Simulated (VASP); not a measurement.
# ZnF2 (P4_2/mnm) in VASP: notebook

The runs below take ZnF2 through single point, relaxation of cell and atoms, with PBEsol.

Everything below comes from runs of VASP 6.6.1. Logs are shortened: lines on timing, memory, paths and dates and some standing lists are left out, and cuts for length are marked.

## Step 1: The cell of the first run

It takes space group P4_2/mnm (No. 136, tetragonal). The conventional cell has a = 4.718 Å, b = 4.718 Å, c = 3.128 Å, α = 90.00°, β = 90.00°, γ = 90.00°. Within 2.7 Å of Zn (site symmetry mmm) lie 6 F at 2.03 to 2.04 Å. F (site symmetry m2m) has 3 Zn at 2.03 to 2.04 Å and 1 F at 2.62 Å within 2.7 Å.

## Step 2: Single point, PBEsol

File INCAR:

```
PREC     = Accurate       # precision mode
ENCUT    = 600            # plane-wave cutoff, eV
EDIFF    = 1E-6           # SCF threshold, eV
ISMEAR   = 0              # smearing method
SIGMA    = 0.05           # smearing width, eV
LREAL    = False          # projectors in reciprocal space
LASPH    = True           # aspherical terms in the spheres
NELM     = 120            # most SCF steps
ALGO     = Normal         # electronic algorithm
ISIF     = 2              # what is computed and relaxed
LWAVE    = False          # write WAVECAR
LCHARG   = False          # write CHGCAR
GGA      = PS             # functional
NBANDS   = 35             # bands
GGA_COMPAT= False
```

File KPOINTS:

```
Automatic mesh
0
Gamma
  6 6 10
```

File POSCAR:

```
ZnF2
1.0
    4.7177756171      0.0000000000      0.0000000000
    0.0000000000      4.7177756171      0.0000000000
    0.0000000000      0.0000000000      3.1284470562
Zn F
2 4
Direct
    0.0000000000      0.0000000000      0.0000000000
    0.5000000000      0.5000000000      0.5000000000
    0.3038554922      0.3038554922      0.0000000000
    0.1961445078      0.8038554922      0.5000000000
    0.6961445078      0.6961445078      0.0000000000
    0.8038554922      0.1961445078      0.5000000000
```

Potentials or basis: VASP PAW PBE potentials, release 64 (Zn, F).

Launch:

```sh
$ cat potpaw_PBE.64/Zn/POTCAR potpaw_PBE.64/F/POTCAR > POTCAR
$ mpirun -np 1 vasp_std > vasp.out
```

OUTCAR:

```text
PREC = Accurate
   ENCUT = 600
   EDIFF = 1E-6
   ISMEAR = 0
   LREAL = False
   LASPH = True
   NELM = 120
   ISIF = 2
   GGA = PS

 ion  position               nearest neighbor table
   1  0.000  0.000  0.000-   3 2.03   5 2.03   4 2.04   6 2.04   4 2.04   6 2.04
   2  0.500  0.500  0.500-   4 2.03   6 2.03   5 2.04   3 2.04   3 2.04   5 2.04
   3  0.304  0.304  0.000-   1 2.03   2 2.04   2 2.04
   4  0.196  0.804  0.500-   2 2.03   1 2.04   1 2.04
   5  0.696  0.696  0.000-   1 2.03   2 2.04   2 2.04
   6  0.804  0.196  0.500-   2 2.03   1 2.04   1 2.04

  LATTYP: Found a simple tetragonal cell.
 ALAT       =     4.7177756171
 C/A-ratio  =     0.6631190862

  Lattice vectors:

 A1 = (   4.7177756171,   0.0000000000,   0.0000000000)
 A2 = (   0.0000000000,   4.7177756171,   0.0000000000)
 A3 = (   0.0000000000,   0.0000000000,   3.1284470562)

Analysis of symmetry for initial positions (statically):
=====================================================================
 Subroutine PRICEL returns:
 Original cell was already a primitive cell.

 Routine SETGRP: Setting up the symmetry group for a
 simple tetragonal supercell.

 Subroutine GETGRP returns: Found 16 space group operations
 (whereof  8 operations were pure point group operations)
 out of a pool of 16 trial point group operations.

The static configuration has the point symmetry D_2h.
 The point group associated with its full space group is D_4h.

Analysis of symmetry for dynamics (positions and initial velocities):
=====================================================================
 Subroutine PRICEL returns:
 Original cell was already a primitive cell.

 Routine SETGRP: Setting up the symmetry group for a
 simple tetragonal supercell.

 Subroutine GETGRP returns: Found 16 space group operations
 (whereof  8 operations were pure point group operations)
 out of a pool of 16 trial point group operations.

The dynamic configuration has the point symmetry D_2h.
 The point group associated with its full space group is D_4h.

 Subroutine INISYM returns: Found 16 space group operations
 (whereof  8 operations are pure point group operations),
 and found     1 'primitive' translations

----------------------------------------------------------------------------------------

                                     Primitive cell

  volume of cell :      69.6311

  direct lattice vectors                    reciprocal lattice vectors
     4.717775617  0.000000000  0.000000000     0.211964299  0.000000000  0.000000000
     0.000000000  4.717775617  0.000000000     0.000000000  0.211964299  0.000000000
     0.000000000  0.000000000  3.128447056     0.000000000  0.000000000  0.319647410

  length of vectors
     4.717775617  4.717775617  3.128447056     0.211964299  0.211964299  0.319647410

  position of ions in fractional coordinates (direct lattice)
     0.000000000  0.000000000  0.000000000
     0.500000000  0.500000000  0.500000000
     0.303855492  0.303855492  0.000000000
     0.196144508  0.803855492  0.500000000
     0.696144508  0.696144508  0.000000000
     0.803855492  0.196144508  0.500000000

  ion indices of the primitive-cell ions
   primitive index   ion index
                 1           1
                 2           2
                 3           3
                 4           4
                 5           5
                 6           6

----------------------------------------------------------------------------------------

 KPOINTS: Automatic mesh

Automatic generation of k-mesh.
 Grid dimensions read from file:
 generate k-points for:    6    6   10

 Generating k-lattice:

  Cartesian coordinates                     Fractional coordinates (reciprocal lattice)
     0.035327383  0.000000000  0.000000000     0.166666667  0.000000000  0.000000000
     0.000000000  0.035327383  0.000000000     0.000000000  0.166666667  0.000000000
     0.000000000  0.000000000  0.031964741     0.000000000  0.000000000  0.100000000

  Length of vectors
     0.035327383  0.035327383  0.031964741

  Shift w.r.t. Gamma in fractional coordinates (k-lattice)
     0.000000000  0.000000000  0.000000000

 Subroutine IBZKPT returns following result:
 ===========================================

 Found     60 irreducible k-points:

 Following reciprocal coordinates:
            Coordinates               Weight
  0.000000  0.000000  0.000000      1.000000
  0.166667  0.000000  0.000000      4.000000
  0.333333  0.000000  0.000000      4.000000
  0.500000  0.000000  0.000000      2.000000
  0.166667  0.166667  0.000000      4.000000
  0.333333  0.166667  0.000000      8.000000
[... 16 lines left out ...]
  0.333333  0.000000  0.200000      8.000000
  0.500000  0.000000  0.200000      4.000000
 [... further k-points ...]
   k-points           NKPTS =     60   k-points in BZ     NKDIM =     60   number of bands    NBANDS=     35
   number of dos      NEDOS =    301   number of ions     NIONS =      6
   total plane-waves  NPLWV =  44800
   dimension x,y,z NGX =    40 NGY =   40 NGZ =   28
   dimension x,y,z NGXF=    80 NGYF=   80 NGZF=   56
   ions per type =               2   4
   NGX,Y,Z   is equivalent  to a cutoff of  14.10, 14.10, 14.88 a.u.
   NGXF,Y,Z  is equivalent  to a cutoff of  28.19, 28.19, 29.76 a.u.
 SYSTEM =  unknown system
   PREC   = accura    normal or accurate (medium, high low for compatibility)
   ISTART =      0    job   : 0-new  1-cont  2-samecut
   ICHARG =      2    charge: 1-file 2-atom 10-const
   ISPIN  =      1    spin polarized calculation?
   LNONCOLLINEAR =      F non collinear calculations
   LSORBIT =      F    spin-orbit coupling
   LASPH  =      T    aspherical Exc in radial PAW
   ENCUT  =  600.0 eV  44.10 Ry    6.64 a.u.   9.42  9.42  6.25*2*pi/ulx,y,z
   NELM   =    120;   NELMIN=  2; NELMDL= -5     # of ELM steps
   EDIFF  = 0.1E-05   stopping-criterion for ELM
   LREAL  =      F    real-space projection
   EDIFFG = 0.1E-04   stopping-criterion for IOM
   NSW    =      0    number of steps for IOM
   IBRION =     -1    ionic relax: 0-MD 1-quasi-New 2-CG
   NFREE  =      0    steps in history (QN), initial steepest desc. (CG)
   ISIF   =      2    stress and relaxation
   ISYM   =      2    0-nonsym 1-usesym 2-fastsym
   POTIM  = 0.5000    time-step for ionic-motion
   TEBEG  =    0.0;   TEEND  =   0.0 temperature during run
   PSTRESS=    0.0 pullay stress
   NELECT =      52.0000    total number of electrons
   NUPDOWN=      -1.0000    fix difference up-down
   EMIN   =  10.00;   EMAX   =-10.00  energy-range for DOS
   EFERMI =   0.00;   METHOD = LEGACY
   ISMEAR =     0;   SIGMA  =   0.05  broadening in eV -4-tet -1-fermi 0-gaus
   EFERMI_NEDOS =   21; number of points for ismear=-14 and -15
   IALGO  =     38    algorithm
   IMIX   =      4    mixing-type and parameters
     AMIX     =   0.40;   BMIX     =  1.00
     AMIX_MAG =   1.60;   BMIX_MAG =  1.00
  volume/ion in A,a.u.               =      11.61        78.32
  Fermi-wavevector in a.u.,A,eV,Ry     =   1.485279  2.806771 30.015199  2.206055
  Thomas-Fermi vector in A             =   2.598711
   LORBIT       =      0    0 simple, 1 ext, 2 COOP (PROOUT), +10 PAW based schemes
   GGA     = PS    functional components
   LHFCALC =     F    Hartree Fock is set to
   AEXX    =    0.0000 exact exchange contribution
   IVDW    =     0    specifies the selected vdW correction
   LEPSILON=     F    determine dielectric tensor
   LRPA    =     F    only Hartree local field effects (RPA)
 non-spin polarized calculation
 Gauss-broadening in eV      SIGMA  =   0.05
  energy-cutoff  :      600.00
  volume of cell :       69.63
 maximum number of plane-waves:      2346
 NGX is ok and might be reduce to    40
   NGX = 19   NGY = 19   NGZ = 13

 number of electron      52.0000003 magnetization

 Free energy of the ion-electron system (eV)
  ---------------------------------------------------
  ext. energy  EPLUGINS =         0.00000000
  ---------------------------------------------------
  free energy    TOTEN  =       -24.71936262 eV

  energy without entropy =      -24.71936262  energy(sigma->0) =      -24.71936262

 E-fermi :  -1.0106     XC(G=0): -10.5294

 val. band max:       -1.3000079559   @ k =   0.0000   0.0000   0.0000
 cond. band min:       2.0700694829   @ k =   0.0000   0.0000   0.0000
 fundamental gap:      3.3700774388
 Fermi energy:        -1.0105751439

 k-point     1 :       0.0000    0.0000    0.0000
  band No.  band energies     occupation
      1     -23.0595      2.00000
      2     -22.2680      2.00000
      3     -22.2680      2.00000
      4     -22.2382      2.00000
      5      -7.5845      2.00000
      6      -6.6631      2.00000
[... 27 lines left out ...]
     34      13.5031      0.00000
     35      13.5031      0.00000

 k-point     2 :       0.1667    0.0000    0.0000
  band No.  band energies     occupation
      1     -23.0164      2.00000
      2     -22.3683      2.00000
      3     -22.2590      2.00000
      4     -22.1962      2.00000
      5      -7.4504      2.00000
      6      -6.6233      2.00000
[... 27 lines left out ...]
     34      14.0982      0.00000
     35      14.1096      0.00000

 k-point     3 :       0.3333    0.0000    0.0000
  band No.  band energies     occupation
      1     -22.8958      2.00000
      2     -22.5333      2.00000
      3     -22.2353      2.00000
      4     -22.1878      2.00000
      5      -7.0922      2.00000
      6      -6.5524      2.00000
[... 27 lines left out ...]
     34      14.6030      0.00000
     35      14.7107      0.00000
[... 723 lines left out ...]
 k-point    23 :       0.3333    0.0000    0.2000
  band No.  band energies     occupation
      1     -22.7872      2.00000
      2     -22.4793      2.00000
      3     -22.2311      2.00000
      4     -22.2030      2.00000
      5      -6.8415      2.00000
      6      -6.3550      2.00000
[... 27 lines left out ...]
     34      13.3018      0.00000
     35      13.6647      0.00000

 k-point    24 :       0.5000    0.0000    0.2000
  band No.  band energies     occupation
      1     -22.6386      2.00000
      2     -22.6386      2.00000
      3     -22.2137      2.00000
      4     -22.2137      2.00000
      5      -6.4537      2.00000
      6      -6.4537      2.00000
[... 27 lines left out ...]
     34      13.0182      0.00000
     35      14.8557      0.00000

 [... further k-points ...]
[... 5 lines left out ...]
  --------------------------------------------------------------------------------------
  -------------------------------------------------------------------------------------
  Total        0.1879966      0.1879966      0.3281501     -0.0000000      0.0000000      0.0000000
  in kB        4.3257089      4.3257089      7.5505708     -0.0000000      0.0000000      0.0000000
  external PRESSURE =       5.4006629 kB  Pullay stress =       0.0000000 kB

 VOLUME and BASIS-vectors are now :
 -----------------------------------------------------------------------------
  energy-cutoff  :      600.00
  volume of cell :       69.63
      direct lattice vectors                 reciprocal lattice vectors
     4.717775617  0.000000000  0.000000000     0.211964299  0.000000000  0.000000000
     0.000000000  4.717775617  0.000000000     0.000000000  0.211964299  0.000000000
     0.000000000  0.000000000  3.128447056     0.000000000  0.000000000  0.319647410

 POSITION                                       TOTAL-FORCE (eV/Angst)
 -----------------------------------------------------------------------------------
      0.00000      0.00000      0.00000        -0.000000      0.000000     -0.000000
      2.35889      2.35889      1.56422        -0.000000      0.000000     -0.000000
      1.43352      1.43352      0.00000        -0.010825     -0.010825      0.000000
      0.92537      3.79241      1.56422         0.010825     -0.010825     -0.000000
      3.28425      3.28425      0.00000         0.010825      0.010825     -0.000000
      3.79241      0.92537      1.56422        -0.010825      0.010825     -0.000000
 -----------------------------------------------------------------------------------
    total drift:                                0.000000     -0.000000     -0.000000

  FREE ENERGIE OF THE ION-ELECTRON SYSTEM (eV)
  ---------------------------------------------------
  free  energy   TOTEN  =       -24.7193626202 eV

  energy  without entropy=      -24.7193626202  energy(sigma->0) =      -24.71936262
```

It took 96 s on 1 thread of AMD EPYC 9R45 (Zen 5), shared host; peak memory 0.25 GiB.

Results:

```yaml
Free_energy: -24.7194 eV
Pressure: 0.5 GPa
Largest_force: 0.015 eV/Å
Band_gap_on_the_k_mesh: 3.37 eV
```

Forces on the atoms (eV/Å):
```
Zn   0.000  0.000  0.000
Zn   0.000  0.000  0.000
F   -0.011 -0.011  0.000
F    0.011 -0.011  0.000
F    0.011  0.011  0.000
F   -0.011  0.011  0.000
```

Levels at points of the mesh, in eV from the valence-band top:
| k point | band 23 | band 24 | band 25 | band 26 | band 27 | band 28 | band 29 | band 30 |
| --- | --- | --- | --- | --- | --- | --- | --- | --- |
| (0.00, 0.00, 0.00) | -1.15 | -0.31 | -0.31 | 0.00 | 3.37 | 9.24 | 9.48 | 9.48 |
| (0.50, 0.00, 0.00) | -0.63 | -0.63 | -0.39 | -0.39 | 5.98 | 5.98 | 10.41 | 10.41 |
| (0.50, 0.50, 0.00) | -1.23 | -1.23 | -0.32 | -0.32 | 6.92 | 6.92 | 9.04 | 9.04 |
| (0.00, 0.00, 0.50) | -1.31 | -1.31 | -1.21 | -1.21 | 8.17 | 8.17 | 11.75 | 11.75 |
| (0.50, 0.00, 0.50) | -1.30 | -1.30 | -0.04 | -0.04 | 8.69 | 8.69 | 10.18 | 10.18 |
| (0.50, 0.50, 0.50) | -1.21 | -1.21 | -0.81 | -0.81 | 7.99 | 7.99 | 11.33 | 11.33 |

Caveat: the PAW data sets were made with another functional, which shifts forces and pressure a little.

## Step 3: Relaxation of cell and atoms, PBEsol

This run uses another cell than the first one, of 11.88 Å³/atom.

File INCAR:

```
SYSTEM = ZnF2
ALGO = Normal
EDIFF = 1E-7
EDIFFG = -0.01
ENCUT = 600
GGA = PS
GGA_COMPAT = .False.
IBRION = 2
ISIF = 3
ISMEAR = 0
LASPH = .True.
LCHARG = .False.
LREAL = .False.
LWAVE = .False.
NELM = 120
NELMIN = 4
NSW = 80
PREC = Accurate
SIGMA = 0.05
```

File KPOINTS:

```
k-points
0
Gamma
  6 6 10
  0 0 0
```

File POSCAR:

```
ZnF2
1.0
    4.7467926254      0.0000000000      0.0000000000
    0.0000000000      4.7467926254      0.0000000000
    0.0000000000      0.0000000000      3.1622410330
Zn F
2 4
Direct
    0.0000000000      0.0000000000      0.0000000000
    0.5000000000      0.5000000000      0.5000000000
    0.3035000000      0.3035000000      0.0000000000
    0.1965000000      0.8035000000      0.5000000000
    0.6965000000      0.6965000000      0.0000000000
    0.8035000000      0.1965000000      0.5000000000
```

Potentials or basis: VASP PAW PBE potentials, release 64 (Zn, F).

Launch:

```sh
$ cat potpaw_PBE.64/Zn/POTCAR potpaw_PBE.64/F/POTCAR > POTCAR
$ mpirun -np 1 vasp_std > vasp.out
```

It took 3.9 min on 1 thread of AMD EPYC 9R45 (Zen 5), shared host; peak memory 0.25 GiB.

It converged, with:

```yaml
Free_energy: -24.7249 eV
Relaxed_volume: 11.65 Å³/atom
Relaxed_cell: a = 4.719 Å, b = 4.719 Å, c = 3.138 Å, α = 90.00°, β = 90.00°, γ = 90.00°
Space_group_after_relaxing_to_0.1_Å: P4_2/mnm (No. 136)
Energy_gained_by_relaxing: 1.7 meV/atom
Ionic_steps: 3
Pressure_after_relaxing: 0.0 GPa
Band_gap_on_the_k_mesh: 3.36 eV
```

The path:
| step | energy change (eV) | largest force (eV/Å) | pressure (GPa) | volume (Å³) |
| --- | --- | --- | --- | --- |
| 1 | 0.0000 | 0.0445 | -2.26 | 71.25 |
| 2 | -0.0096 | 0.0133 | 0.59 | 69.54 |
| 3 | -0.0102 | 0.0012 | -0.01 | 69.87 |

Final structure:
```xyz
6
Lattice="4.7189 0.0000 0.0000 0.0000 4.7189 0.0000 0.0000 0.0000 3.1378" Properties=species:S:1:pos:R:3 pbc="T T T"
Zn    0.0000    0.0000    0.0000
Zn    2.3594    2.3594    1.5689
F     1.4334    1.4334    0.0000
F     0.9260    3.7928    1.5689
F     3.2855    3.2855    0.0000
F     3.7928    0.9260    1.5689
```

Levels at points of the mesh, in eV from the valence-band top:
```csv
k point,band 24,band 25,band 26,band 27,band 28,band 29
"(0.00, 0.00, 0.00)",-0.32,-0.32,0.00,3.36,9.21,9.47
"(0.50, 0.00, 0.00)",-0.63,-0.40,-0.40,5.97,5.97,10.39
"(0.50, 0.50, 0.00)",-1.22,-0.33,-0.33,6.90,6.90,9.03
"(0.00, 0.00, 0.50)",-1.30,-1.22,-1.22,8.14,8.14,11.74
"(0.50, 0.00, 0.50)",-1.30,-0.04,-0.04,8.65,8.65,10.17
"(0.50, 0.50, 0.50)",-1.22,-0.80,-0.80,7.96,7.96,11.32
```

Caveat: the PAW data sets were made with another functional, which shifts forces and pressure a little.
